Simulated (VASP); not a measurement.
**Cu3H: single point with PBE**

Cu3H:

```
Cu H
1.0
     4.45609    0.00000    0.00000
     0.00000    4.45609    0.00000
     0.00000    0.00000    4.45609
Cu H
6 2
Direct
  0.25000 0.00000 0.50000
  0.50000 0.75000 0.00000
  0.75000 0.00000 0.50000
  0.50000 0.25000 0.00000
  0.00000 0.50000 0.75000
  0.00000 0.50000 0.25000
  0.00000 0.00000 0.00000
  0.50000 0.50000 0.50000
```

```yaml
Program: VASP 6.6.1
Task: single point
Functional: PBE
Potentials_or_basis: VASP PAW PBE potentials, release 64 (Cu, H)
Cutoff: 520 eV
k_mesh: 4 × 4 × 4
Occupations: gaussian, width 0.1 eV
Spin: no spin polarisation
```

```json
{"Pressure": "0.6 GPa", "Band gap on the k mesh": "zero (band 34 reaches 6.27 eV, above the bottom of band 35 at 5.19 eV)"}
```

Levels at points of the mesh, in eV from the Fermi level:
```tsv
k point	band 32	band 33	band 34	band 35	band 36	band 37
(0.00, 0.00, 0.00)	-0.32	0.53	0.53	0.84	0.84	0.84
(0.50, 0.00, 0.00)	-1.23	0.10	0.10	1.47	1.47	2.52
(0.50, 0.50, 0.00)	-1.56	-1.25	-1.21	2.25	2.25	2.33
(0.50, 0.50, 0.50)	-1.14	-0.54	-0.54	-0.54	-0.54	-0.54
```

Wall time 19 s on 1 thread of Intel(R) Xeon(R) 6975P-C (Granite Rapids), with other jobs on the host, peak memory 0.21 GiB.
